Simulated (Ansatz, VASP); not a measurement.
# Ti3Br in VASP and in Ansatz

INCAR

```
PREC     = Accurate       # precision mode
ENCUT    = 600            # plane-wave cutoff, eV
EDIFF    = 1E-6           # SCF threshold, eV
ISMEAR   = 0              # smearing method
SIGMA    = 0.1            # smearing width, eV
LREAL    = F              # projectors in reciprocal space
LASPH    = T              # aspherical terms in the spheres
NELM     = 100            # most SCF steps
ALGO     = Normal         # electronic algorithm
ISIF     = 3              # what is computed and relaxed
LWAVE    = F              # write WAVECAR
LCHARG   = F              # write CHGCAR
GGA      = PE             # functional
IBRION   = 2              # ionic algorithm
NSW      = 100            # ionic steps
EDIFFG   = -0.01          # ionic threshold
```

The input KPOINTS:

```
Automatic mesh
0
Gamma
  12 12 12
```

Contents of POSCAR:

```
Ti3Br
1.0
    4.0840857870      0.0000000000      0.0000000000
    0.0000000000      4.0840857870      0.0000000000
    0.0000000000      0.0000000000      4.0840857870
Ti Br
3 1
Direct
    0.0000000000      0.5000000000      0.5000000000
    0.5000000000      0.0000000000      0.5000000000
    0.5000000000      0.5000000000      0.0000000000
    0.0000000000      0.0000000000      0.0000000000
```

Input for Ansatz:

```yaml
crystal:
  lattice:
    - [4.084085787, 0.0, 0.0]
    - [0.0, 4.084085787, 0.0]
    - [0.0, 0.0, 4.084085787]
  atoms:
    - { symbol: Ti, position: [0.0, 0.5, 0.5] }
    - { symbol: Ti, position: [0.5, 0.0, 0.5] }
    - { symbol: Ti, position: [0.5, 0.5, 0.0] }
    - { symbol: Br, position: [0.0, 0.0, 0.0] }
basis:
  ecutwfc: 420
kpoints:
  mp_grid: { grid: [12, 12, 12] }
hamiltonian:
  xc: pbe
scf:
  occupations: { method: gaussian, width: 0.1 }
output:
  forces: true
  stress: true
  eigenvalues: true
relax:
  adjacent_minimum: "off"
  f_tol: 0.01
  max_steps: 80
  cell: { stress_tol: 0.05 }
```

Change from the starting cell: species swapped into the MnNi3 type (Pm-3m, No. 221).

Alike in both runs: task relaxation of cell and atoms; functional PBE; k mesh 12 × 12 × 12; occupations gaussian, width 0.1 eV; no spin polarisation.

|  | VASP | Ansatz |
| --- | --- | --- |
| version | VASP 6.6.1 | Ansatz 0.2.0 |
| potentials or method | VASP PAW PBE potentials, release 64 (Ti_sv, Br), cutoff 600 eV | scalar-relativistic, plane waves, PAW |
| valence electrons in the cell | 43 | 43 |

|  | VASP | Ansatz | Ansatz less VASP |
| --- | --- | --- | --- |
| gap on the k mesh at the Fermi level, each at its own relaxed structure (eV) | none | none | - |
| relaxed volume (Å³/atom) | 17.03 | 17.03 | 0.000 |
| relaxed length of the cell vector where the two differ most in proportion (Å) | 4.084 | 4.084 | 0.0000 |

A gap of «none» marks a metal or a gap that the smearing closes.

Noted on VASP's run: the relaxation stopped at its first step, so nothing moved.
